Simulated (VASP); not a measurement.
# Be2H (P4/mmm) in VASP: further runs

Runs on Be2H. Level: PBE. Tasks: single point, relaxation of cell and atoms.

All numbers are computed with VASP 6.6.1; they aren't measurements. Logs are shortened: lines on timing, memory, paths and dates and some standing lists are left out, and cuts for length are marked.

### 1 The cell of the first run

The structure is tetragonal, space group P4/mmm (No. 123). The conventional cell has a = 2.329 Å, b = 2.329 Å, c = 4.193 Å, α = 90.00°, β = 90.00°, γ = 90.00°. Be (site symmetry 4mm) has 4 H at 1.96 Å and 6 Be at 2.05 to 2.33 Å within 2.6 Å. Within 2.6 Å of H (site symmetry 4/mmm) lie 8 Be at 1.96 Å and 4 H at 2.33 Å.

### 2 Single point, PBE

File INCAR:

```
SYSTEM = Be2H
PREC = Accurate
ENCUT = 520
EDIFF = 1E-6
ISMEAR = 0
SIGMA = 0.1
LREAL = .FALSE.
LASPH = .TRUE.
NELM = 100
ALGO = Normal
ISIF = 2
LWAVE = .FALSE.
LCHARG = .FALSE.
GGA = PE
NBANDS = 10
```

File KPOINTS:

```
regular mesh
0
G
  20 20 12
  0 0 0
```

File POSCAR:

```
Be2H
1.0
    2.3285738469      0.0000000000      0.0000000000
    0.0000000000      2.3285738469      0.0000000000
    0.0000000000      0.0000000000      4.1933892581
Be H
2 1
Direct
    0.5000000000      0.5000000000      0.2549984763
    0.5000000000      0.5000000000      0.7450015237
    0.0000000000      0.0000000000      0.0000000000
```

Potentials or basis: VASP PAW PBE potentials, release 64 (Be, H).

Run with:

```console
> cat potpaw_PBE.64/Be/POTCAR potpaw_PBE.64/H/POTCAR > POTCAR
> mpirun -np 1 vasp_std > vasp.out
```

OUTCAR:

```text
SYSTEM = Be2H
   PREC = Accurate
   ENCUT = 520
   EDIFF = 1E-6
   ISMEAR = 0
   LREAL = .FALSE.
   LASPH = .TRUE.
   NELM = 100
   ISIF = 2
   GGA = PE

 ion  position               nearest neighbor table
   1  0.500  0.500  0.255-   2 2.05   2 2.14
   2  0.500  0.500  0.745-   1 2.05   1 2.14
   3  0.000  0.000  0.000-

  LATTYP: Found a simple tetragonal cell.
 ALAT       =     2.3285738469
 C/A-ratio  =     1.8008401424

  Lattice vectors:

 A1 = (   2.3285738469,   0.0000000000,   0.0000000000)
 A2 = (   0.0000000000,   2.3285738469,   0.0000000000)
 A3 = (   0.0000000000,   0.0000000000,   4.1933892581)

Analysis of symmetry for initial positions (statically):
=====================================================================
 Subroutine PRICEL returns:
 Original cell was already a primitive cell.

 Routine SETGRP: Setting up the symmetry group for a
 simple tetragonal supercell.

 Subroutine GETGRP returns: Found 16 space group operations
 (whereof 16 operations were pure point group operations)
 out of a pool of 16 trial point group operations.

The static configuration has the point symmetry D_4h.

Analysis of symmetry for dynamics (positions and initial velocities):
=====================================================================
 Subroutine PRICEL returns:
 Original cell was already a primitive cell.

 Routine SETGRP: Setting up the symmetry group for a
 simple tetragonal supercell.

 Subroutine GETGRP returns: Found 16 space group operations
 (whereof 16 operations were pure point group operations)
 out of a pool of 16 trial point group operations.

The dynamic configuration has the point symmetry D_4h.

 Subroutine INISYM returns: Found 16 space group operations
 (whereof 16 operations are pure point group operations),
 and found     1 'primitive' translations

----------------------------------------------------------------------------------------

                                     Primitive cell

  volume of cell :      22.7376

  direct lattice vectors                    reciprocal lattice vectors
     2.328573847  0.000000000  0.000000000     0.429447407  0.000000000  0.000000000
     0.000000000  2.328573847  0.000000000     0.000000000  0.429447407  0.000000000
     0.000000000  0.000000000  4.193389258     0.000000000  0.000000000  0.238470588

  length of vectors
     2.328573847  2.328573847  4.193389258     0.429447407  0.429447407  0.238470588

  position of ions in fractional coordinates (direct lattice)
     0.500000000  0.500000000  0.254998476
     0.500000000  0.500000000  0.745001524
     0.000000000  0.000000000  0.000000000

  ion indices of the primitive-cell ions
   primitive index   ion index
                 1           1
                 2           2
                 3           3

----------------------------------------------------------------------------------------

 KPOINTS: regular mesh

Automatic generation of k-mesh.
 Grid dimensions read from file:
 generate k-points for:   20   20   12

 Generating k-lattice:

  Cartesian coordinates                     Fractional coordinates (reciprocal lattice)
     0.021472370  0.000000000  0.000000000     0.050000000  0.000000000  0.000000000
     0.000000000  0.021472370  0.000000000     0.000000000  0.050000000  0.000000000
     0.000000000  0.000000000  0.019872549     0.000000000  0.000000000  0.083333333

  Length of vectors
     0.021472370  0.021472370  0.019872549

  Shift w.r.t. Gamma in fractional coordinates (k-lattice)
     0.000000000  0.000000000  0.000000000

 Subroutine IBZKPT returns following result:
 ===========================================

 Found    462 irreducible k-points:

 Following reciprocal coordinates:
            Coordinates               Weight
  0.000000  0.000000  0.000000      1.000000
  0.050000  0.000000  0.000000      4.000000
  0.100000  0.000000  0.000000      4.000000
  0.150000  0.000000  0.000000      4.000000
  0.200000  0.000000  0.000000      4.000000
  0.250000  0.000000  0.000000      4.000000
[... 16 lines left out ...]
  0.150000  0.100000  0.000000      8.000000
  0.200000  0.100000  0.000000      8.000000
 [... further k-points ...]
   k-points           NKPTS =    462   k-points in BZ     NKDIM =    462   number of bands    NBANDS=     10
   number of dos      NEDOS =    301   number of ions     NIONS =      3
   total plane-waves  NPLWV =  10368
   dimension x,y,z NGX =    18 NGY =   18 NGZ =   32
   dimension x,y,z NGXF=    36 NGYF=   36 NGZF=   64
   ions per type =               2   1
   NGX,Y,Z   is equivalent  to a cutoff of  12.85, 12.85, 12.69 a.u.
   NGXF,Y,Z  is equivalent  to a cutoff of  25.70, 25.70, 25.37 a.u.
 SYSTEM =  Be2H
   PREC   = accura    normal or accurate (medium, high low for compatibility)
   ISTART =      0    job   : 0-new  1-cont  2-samecut
   ICHARG =      2    charge: 1-file 2-atom 10-const
   ISPIN  =      1    spin polarized calculation?
   LNONCOLLINEAR =      F non collinear calculations
   LSORBIT =      F    spin-orbit coupling
   LASPH  =      T    aspherical Exc in radial PAW
   ENCUT  =  520.0 eV  38.22 Ry    6.18 a.u.   4.33  4.33  7.80*2*pi/ulx,y,z
   NELM   =    100;   NELMIN=  2; NELMDL= -5     # of ELM steps
   EDIFF  = 0.1E-05   stopping-criterion for ELM
   LREAL  =      F    real-space projection
   EDIFFG = 0.1E-04   stopping-criterion for IOM
   NSW    =      0    number of steps for IOM
   IBRION =     -1    ionic relax: 0-MD 1-quasi-New 2-CG
   NFREE  =      0    steps in history (QN), initial steepest desc. (CG)
   ISIF   =      2    stress and relaxation
   ISYM   =      2    0-nonsym 1-usesym 2-fastsym
   POTIM  = 0.5000    time-step for ionic-motion
   TEBEG  =    0.0;   TEEND  =   0.0 temperature during run
   PSTRESS=    0.0 pullay stress
   NELECT =       5.0000    total number of electrons
   NUPDOWN=      -1.0000    fix difference up-down
   EMIN   =  10.00;   EMAX   =-10.00  energy-range for DOS
   EFERMI =   0.00;   METHOD = LEGACY
   ISMEAR =     0;   SIGMA  =   0.10  broadening in eV -4-tet -1-fermi 0-gaus
   EFERMI_NEDOS =   21; number of points for ismear=-14 and -15
   IALGO  =     38    algorithm
   IMIX   =      4    mixing-type and parameters
     AMIX     =   0.40;   BMIX     =  1.00
     AMIX_MAG =   1.60;   BMIX_MAG =  1.00
  volume/ion in A,a.u.               =       7.58        51.15
  Fermi-wavevector in a.u.,A,eV,Ry     =   0.988135  1.867305 13.284884  0.976411
  Thomas-Fermi vector in A             =   2.119640
   LORBIT       =      0    0 simple, 1 ext, 2 COOP (PROOUT), +10 PAW based schemes
   GGA     = PE    functional components
   LHFCALC =     F    Hartree Fock is set to
   AEXX    =    0.0000 exact exchange contribution
   IVDW    =     0    specifies the selected vdW correction
   LEPSILON=     F    determine dielectric tensor
   LRPA    =     F    only Hartree local field effects (RPA)
 non-spin polarized calculation
 Gauss-broadening in eV      SIGMA  =   0.10
  energy-cutoff  :      520.00
  volume of cell :       22.74
 maximum number of plane-waves:       630
 NGX is ok and might be reduce to    18
   NGX =  9   NGY =  9   NGZ = 15

 number of electron       5.0000000 magnetization

 Free energy of the ion-electron system (eV)
  ---------------------------------------------------
  ext. energy  EPLUGINS =         0.00000000
  ---------------------------------------------------
  free energy    TOTEN  =        -8.26685794 eV

  energy without entropy =       -8.26343889  energy(sigma->0) =       -8.26514841

 E-fermi :   4.9870     XC(G=0): -10.0065

 val. band max:        4.9801197811   @ k =   0.5000   0.4000   0.5000
 cond. band min:       5.0000186197   @ k =   0.2500   0.1000   0.0833
 fundamental gap:      0.0198988385
 Fermi energy:         4.9870467972

 k-point     1 :       0.0000    0.0000    0.0000
  band No.  band energies     occupation
      1      -6.8914      2.00000
      2      -0.4075      2.00000
      3       3.5556      2.00000
      4      15.1389      0.00000
      5      15.1389      0.00000
      6      16.2679      0.00000
      7      20.0212      0.00000
      8      20.0212      0.00000
      9      20.3637      0.00000
     10      20.6443      0.00000

 k-point     2 :       0.0500    0.0000    0.0000
  band No.  band energies     occupation
      1      -6.8351      2.00000
      2      -0.3448      2.00000
      3       3.5935      2.00000
      4      14.1703      0.00000
      5      15.1942      0.00000
      6      16.4308      0.00000
      7      19.6219      0.00000
      8      20.0676      0.00000
      9      20.4193      0.00000
     10      21.2571      0.00000

 k-point     3 :       0.1000    0.0000    0.0000
  band No.  band energies     occupation
      1      -6.6667      2.00000
      2      -0.1569      2.00000
      3       3.7064      2.00000
      4      12.4612      0.00000
      5      15.3590      0.00000
      6      16.2086      0.00000
      7      18.6570      0.00000
      8      20.2048      0.00000
      9      20.5706      0.00000
     10      22.1484      0.00000

 k-point     4 :       0.1500    0.0000    0.0000
  band No.  band energies     occupation
      1      -6.3876      2.00000
      2       0.1554      2.00000
      3       3.8917      2.00000
      4      10.6285      0.00000
      5      15.5254      0.00000
      6      15.6291      0.00000
      7      17.4551      0.00000
      8      20.4273      0.00000
      9      20.8140      0.00000
     10      22.2363      0.00000
[... 222 lines left out ...]
 k-point    22 :       0.1000    0.1000    0.0000
  band No.  band energies     occupation
      1      -6.4410      2.00000
      2       0.0931      2.00000
      3       3.8620      2.00000
      4      12.3767      0.00000
      5      12.8418      0.00000
      6      16.6699      0.00000
      7      17.8423      0.00000
      8      20.0873      0.00000
      9      20.8132      0.00000
     10      24.3580      0.00000

 k-point    23 :       0.1500    0.1000    0.0000
  band No.  band energies     occupation
      1      -6.1608      2.00000
      2       0.4044      2.00000
      3       4.0530      2.00000
      4      10.7482      0.00000
      5      12.8122      0.00000
      6      16.2587      0.00000
      7      16.8995      0.00000
      8      20.2109      0.00000
      9      21.0623      0.00000
     10      23.4774      0.00000

 k-point    24 :       0.2000    0.1000    0.0000
  band No.  band energies     occupation
      1      -5.7723      2.00000
      2       0.8379      2.00000
      3       4.3136      2.00000
      4       8.9753      0.00000
      5      12.8659      0.00000
      6      15.6021      0.00000
      7      15.8186      0.00000
      8      20.4623      0.00000
      9      21.3893      0.00000
     10      22.6854      0.00000

 [... further k-points ...]

------------------------ aborting loop because EDIFF is reached ----------------------------------------

  FORCE on cell =-STRESS in cart. coord.  units (eV):
  Direction    XX          YY          ZZ          XY          YZ          ZX
  --------------------------------------------------------------------------------------
  -------------------------------------------------------------------------------------
  Total       -0.0034632     -0.0034632      0.0102644      0.0000000     -0.0000000     -0.0000000
  in kB       -0.2440319     -0.2440319      0.7232665      0.0000000     -0.0000000     -0.0000000
  external PRESSURE =       0.0784009 kB  Pullay stress =       0.0000000 kB

 VOLUME and BASIS-vectors are now :
 -----------------------------------------------------------------------------
  energy-cutoff  :      520.00
  volume of cell :       22.74
      direct lattice vectors                 reciprocal lattice vectors
     2.328573847  0.000000000  0.000000000     0.429447407  0.000000000  0.000000000
     0.000000000  2.328573847  0.000000000     0.000000000  0.429447407  0.000000000
     0.000000000  0.000000000  4.193389258     0.000000000  0.000000000  0.238470588

 POSITION                                       TOTAL-FORCE (eV/Angst)
 -----------------------------------------------------------------------------------
      1.16429      1.16429      1.06931         0.000000      0.000000      0.002370
      1.16429      1.16429      3.12408        -0.000000     -0.000000     -0.002370
      0.00000      0.00000      0.00000        -0.000000      0.000000      0.000000
 -----------------------------------------------------------------------------------
    total drift:                               -0.000000     -0.000000     -0.000000

  FREE ENERGIE OF THE ION-ELECTRON SYSTEM (eV)
  ---------------------------------------------------
  free  energy   TOTEN  =        -8.2668579396 eV

  energy  without entropy=       -8.2634388881  energy(sigma->0) =       -8.26514841
```

Run time: 65 s. Hardware: 1 thread of AMD EPYC 7R43 (Zen 3), shared host; peak memory 0.17 GiB.

What came out:

* Free energy: -8.2669 eV
* Pressure: 0.0 GPa

Forces in eV/Å, atoms in the order of the input:
```
Be   0.000  0.000  0.002
Be   0.000  0.000 -0.002
H    0.000  0.000  0.000
```

Stress tensor (GPa, compression positive):
```
-0.02  0.00  0.00
 0.00 -0.02  0.00
 0.00  0.00  0.07
```

### 3 Relaxation of cell and atoms, PBE

This run uses another cell than the first one, of 7.61 Å³/atom, 1.005 times its volume.

File INCAR:

```
SYSTEM = Be2H
PREC = Accurate
ENCUT = 600
EDIFF = 1E-6
ISMEAR = 0
SIGMA = 0.1
LREAL = .FALSE.
LASPH = .TRUE.
NELM = 100
ALGO = Normal
ISIF = 3
LWAVE = .FALSE.
LCHARG = .FALSE.
GGA = PE
IBRION = 2
NSW = 100
EDIFFG = -0.01
```

KPOINTS is that of step 2.

File POSCAR:

```
Be2H
1.0
    2.3607953067      0.0000000000      0.0000000000
    0.0000000000      2.3607953067      0.0000000000
    0.0000000000      0.0000000000      4.0984762875
Be H
2 1
Direct
    0.5000000000      0.5000000000      0.2522599534
    0.5000000000      0.5000000000      0.7477400466
    0.0000000000      0.0000000000      0.0000000000
```

Potentials or basis: VASP PAW PBE potentials, release 64 (Be, H).

Run with:

```console
> cat potpaw_PBE.64/Be/POTCAR potpaw_PBE.64/H/POTCAR > POTCAR
> mpirun -np 1 vasp_std > vasp.out
```

OUTCAR:

```text
SYSTEM = Be2H
   PREC = Accurate
   ENCUT = 600
   EDIFF = 1E-6
   ISMEAR = 0
   LREAL = .FALSE.
   LASPH = .TRUE.
   NELM = 100
   ISIF = 3
   GGA = PE
   IBRION = 2
   NSW = 100
   EDIFFG = -0.01

 ion  position               nearest neighbor table
   1  0.500  0.500  0.252-   2 2.03   2 2.07
   2  0.500  0.500  0.748-   1 2.03   1 2.07
   3  0.000  0.000  0.000-

  LATTYP: Found a simple tetragonal cell.
 ALAT       =     2.3607953067
 C/A-ratio  =     1.7360574531

  Lattice vectors:

 A1 = (   2.3607953067,   0.0000000000,   0.0000000000)
 A2 = (   0.0000000000,   2.3607953067,   0.0000000000)
 A3 = (   0.0000000000,   0.0000000000,   4.0984762875)

Analysis of symmetry for initial positions (statically):
=====================================================================
[... 401 lines left out ...]

 val. band max:        4.9607750581   @ k =   0.5000   0.5000   0.3333
 cond. band min:       4.9852093247   @ k =   0.1000   0.0000   0.1667
 fundamental gap:      0.0244342665
 Fermi energy:         4.9767537918

 k-point     1 :       0.0000    0.0000    0.0000
  band No.  band energies     occupation
      1      -6.8985      2.00000
      2      -0.3829      2.00000
      3       3.5981      2.00000
      4      15.0445      0.00000
      5      15.0445      0.00000
      6      16.1734      0.00000
[... 243 lines left out ...]
--------------------------------------- Ionic step        8  -------------------------------------------

 number of electron       4.9999999 magnetization

 Free energy of the ion-electron system (eV)
  ---------------------------------------------------
  ext. energy  EPLUGINS =         0.00000000
  ---------------------------------------------------
  free energy    TOTEN  =        -8.26717554 eV

  energy without entropy =       -8.26375391  energy(sigma->0) =       -8.26546473

 E-fermi :   4.9842     XC(G=0): -10.0053

 val. band max:        4.9772327963   @ k =   0.5000   0.4000   0.5000
 cond. band min:       4.9903216069   @ k =   0.2500   0.1000   0.0833
 fundamental gap:      0.0130888106
 Fermi energy:         4.9842036461

 k-point     1 :       0.0000    0.0000    0.0000
  band No.  band energies     occupation
      1      -6.8933      2.00000
      2      -0.4105      2.00000
      3       3.5453      2.00000
      4      15.1409      0.00000
      5      15.1409      0.00000
      6      16.2674      0.00000
[... 237 lines left out ...]
  FREE ENERGIE OF THE ION-ELECTRON SYSTEM (eV)
  ---------------------------------------------------
  free  energy   TOTEN  =        -8.2671755404 eV

  energy  without entropy=       -8.2637539123  energy(sigma->0) =       -8.26546473

 reached required accuracy - stopping structural energy minimisation
```

CONTCAR:

```text
Be2H
   1.00000000000000
     2.3284345575539236   -0.0000000000000000    0.0000000000000000
    -0.0000000000000000    2.3284345575539236    0.0000000000000000
    -0.0000000000000000   -0.0000000000000000    4.1954130669285457
  Be              H
     2     1
Direct
     0.5000000000000000    0.5000000000000000    0.2549123749909458
     0.5000000000000000    0.5000000000000000    0.7450876250090541
     0.0000000000000000    0.0000000000000000    0.0000000000000000

  0.00000000E+00  0.00000000E+00  0.00000000E+00
  0.00000000E+00  0.00000000E+00  0.00000000E+00
  0.00000000E+00  0.00000000E+00  0.00000000E+00
```

Run time: 3.7 min. Hardware: 1 thread of AMD EPYC 7R43 (Zen 3), shared host; peak memory 0.18 GiB.

What came out:

- Free energy: -8.2672 eV
- Relaxed volume: 7.58 Å³/atom
- Relaxed cell: a = 2.328 Å, b = 2.328 Å, c = 4.195 Å, α = 90.00°, β = 90.00°, γ = 90.00°
- Space group after relaxing (to 0.05 Å): P4/mmm (No. 123)
- Energy gained by relaxing: 2.1 meV/atom
- Ionic steps: 8
- Pressure after relaxing: 0.0 GPa
- Largest force after relaxing: 0.009 eV/Å

Forces in eV/Å, atoms in the order of the input:
```
Be   0.000  0.000  0.009
Be   0.000  0.000 -0.009
H    0.000  0.000  0.000
```

Step by step:
```
step  energy change (eV)  largest force (eV/Å)  pressure (GPa)  volume (Å³)
   1              0.0000                0.1623            0.16        22.84
   2             -0.0038                0.0167           -0.10        22.87
   3             -0.0046                0.1005           -0.30        22.89
   4             -0.0046                0.0855           -0.27        22.88
   5             -0.0057                0.0261           -0.22        22.84
   6             -0.0059                0.0016           -0.17        22.82
   7             -0.0061                0.0518           -0.05        22.78
   8             -0.0063                0.0091            0.03        22.75
```

Final structure:
```
Be H
1.0
     2.32843    0.00000    0.00000
     0.00000    2.32843    0.00000
     0.00000    0.00000    4.19541
Be H
2 1
Direct
  0.50000 0.50000 0.25491
  0.50000 0.50000 0.74509
  0.00000 0.00000 0.00000
```

Levels at points of the mesh, in eV from the Fermi level:
| k point | band 1 | band 2 | band 3 | band 4 | band 5 |
| --- | --- | --- | --- | --- | --- |
| (0.00, 0.00, 0.00) | -11.88 | -5.39 | -1.44 | 10.16 | 10.16 |
| (0.50, 0.00, 0.00) | -7.76 | -3.49 | -0.25 | 0.91 | 2.30 |
| (0.50, 0.50, 0.00) | -2.02 | -0.83 | -0.83 | 3.31 | 4.55 |
| (0.00, 0.00, 0.50) | -11.32 | -7.78 | 4.98 | 5.92 | 11.34 |
| (0.50, 0.00, 0.50) | -7.07 | -2.97 | -2.85 | -1.56 | 8.75 |
| (0.50, 0.50, 0.50) | -1.80 | 0.76 | 0.76 | 1.55 | 1.55 |

(Continued in part 2 of 2.)
